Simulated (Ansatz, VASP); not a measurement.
# One calculation of AgB2, two programs

Contents of INCAR:

```
ALGO = Normal
EDIFF = 1E-8
ENCUT = 520
GGA = PS
ISIF = 2
ISMEAR = -1
LASPH = T
LCHARG = F
LEFG = T
LREAL = F
LWAVE = F
NBANDS = 16
NELM = 80
PREC = Accurate
SIGMA = 0.05
```

KPOINTS

```
k-points
0
Gamma
  16 16 13
```

The input POSCAR:

```
AgB2
1.0
    2.9899681152      0.0000000000      0.0000000000
   -1.4949840577      2.5893883443      0.0000000000
    0.0000000000      0.0000000000      3.2291637987
Ag B
1 2
Direct
    0.0000000000      0.0000000000      0.0000000000
    0.3333333333      0.6666666667      0.5000000000
    0.6666666667      0.3333333333      0.5000000000
```

Input for Ansatz:

```yaml
crystal:
  lattice:
    - [2.9899681152, 0.0, 0.0]
    - [-1.4949840577, 2.5893883443, 0.0]
    - [0.0, 0.0, 3.2291637987]
  atoms:
    - { symbol: Ag, position: [0.0, 0.0, 0.0] }
    - { symbol: B, position: [0.3333333333, 0.6666666667, 0.5] }
    - { symbol: B, position: [0.6666666667, 0.3333333333, 0.5] }
kpoints:
  mp_grid: { grid: [16, 16, 13] }
scf:
  occupations: { method: fermi_dirac, width: 0.05 }
hamiltonian:
  xc: pbesol
  pseudopotentials: { kind: paw }
output:
  forces: true
  stress: true
  eigenvalues: true
  efg: { contact_densities: true }
```

Change from the starting cell: volume scaled by 0.99, PAW files.

Alike in both runs: task electric field gradients; functional PBEsol; k mesh 16 × 16 × 13; occupations fermi-dirac, width 0.05 eV; no spin polarisation.

|  | VASP | Ansatz |
| --- | --- | --- |
| version | VASP 6.6.1 | Ansatz 0.2.0 |
| potentials or method | VASP PAW PBE potentials, release 64 (Ag, B) | PAW with Ansatz's default frozen-core files, scalar-relativistic |
| plane-wave cutoff (eV) | 520 | 420 |
| valence electrons in the cell | 17 | 25 |

Ansatz gave:

| Property | Result |
| --- | --- |
| pressure (GPa) | 50.6 |
| traceless stress, the component that is largest in VASP (GPa) | 20.95 |
| size of Vzz on the site where it differs most (V/Å²) | 26.6 |

Q: Which values does VASP return?

A: Pressure (GPa): 50.7; traceless stress, the component that is largest in VASP (GPa): 20.81; size of Vzz on the site where it differs most (V/Å²): 29.9.

VASP's potentials were made for PBE, not for PBEsol. Both programs put the cell under a high pressure, so it lies far from rest at this level. VASP's potentials hold 17 valence electrons a cell and Ansatz's 25, so a difference there can come from the potentials and not from the codes.
